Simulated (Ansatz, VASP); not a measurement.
ZnCu2SnS4: VASP beside Ansatz

Contents of INCAR:

```
PREC = Accurate
ENCUT = 520
EDIFF = 1E-6
ISMEAR = 0
SIGMA = 0.01
LREAL = False
LASPH = True
NELM = 60
ALGO = Normal
ISIF = 2
LWAVE = False
LCHARG = False
GGA = PE
NBANDS = 46
```

The input KPOINTS:

```
regular mesh
0
Gamma
  6 6 6
```

POSCAR

```
ZnCu2SnS4
1.0
   -2.8217051448      2.8217051448      5.6336484007
    2.8217051448     -2.8217051448      5.6336484007
    2.8217051448      2.8217051448     -5.6336484007
Zn Cu Sn S
1 2 1 4
Direct
    0.2500000000      0.7500000000      0.5000000000
    0.0000000000      0.0000000000      0.0000000000
    0.7500000000      0.2500000000      0.5000000000
    0.5000000000      0.5000000000      0.0000000000
    0.3716100000      0.8844100000      0.9996000000
    0.1155900000      0.1151900000      0.4872000000
    0.8848100000      0.3720100000      0.0004000000
    0.6279900000      0.6283900000      0.5128000000
```

Input for Ansatz:

```yaml
crystal:
  lattice:
    - [-2.8217051448279267, 2.8217051448279267, 5.633648400744374]
    - [2.8217051448279267, -2.8217051448279267, 5.633648400744374]
    - [2.8217051448279267, 2.8217051448279267, -5.633648400744374]
  atoms:
    - { symbol: Zn, position: [0.25, 0.75, 0.5] }
    - { symbol: Cu, position: [0.0, 0.0, 0.0] }
    - { symbol: Cu, position: [0.75, 0.25, 0.5] }
    - { symbol: Sn, position: [0.5, 0.5, 0.0] }
    - { symbol: S, position: [0.37161, 0.88441, 0.9996] }
    - { symbol: S, position: [0.11559, 0.11519, 0.4872] }
    - { symbol: S, position: [0.88481, 0.37201, 0.0004] }
    - { symbol: S, position: [0.62799, 0.62839, 0.5128] }
basis:
  ecutwfc: 510.0
kpoints:
  mp_grid:
    grid: [6, 6, 6]
hamiltonian:
  xc: pbe
  pseudopotentials:
    kind: paw
scf:
  occupations:
    method: fixed
output:
  stress: true
```

Alike in both runs: task single point; functional PBE; k mesh 6 × 6 × 6; no spin polarisation.

|  | VASP | Ansatz |
| --- | --- | --- |
| version | VASP 6.6.1 | Ansatz 0.2.0 |
| potentials or method | VASP PAW PBE potentials, release 64 (Zn, Cu, Sn_d, S), cutoff 520 eV | plane waves, PAW |
| occupations | gaussian, width 0.01 eV | fixed |
| valence electrons in the cell | 72 | 88 |

|  | VASP | Ansatz | Ansatz less VASP |
| --- | --- | --- | --- |
| pressure (GPa) | -4.7 | -4.8 | -0.07 |
| traceless stress, the component that is largest in VASP (GPa) | -0.08 | -0.07 | +0.003 |

VASP's potentials hold 72 valence electrons a cell and Ansatz's 88, so a difference there can come from the potentials and not from the codes.
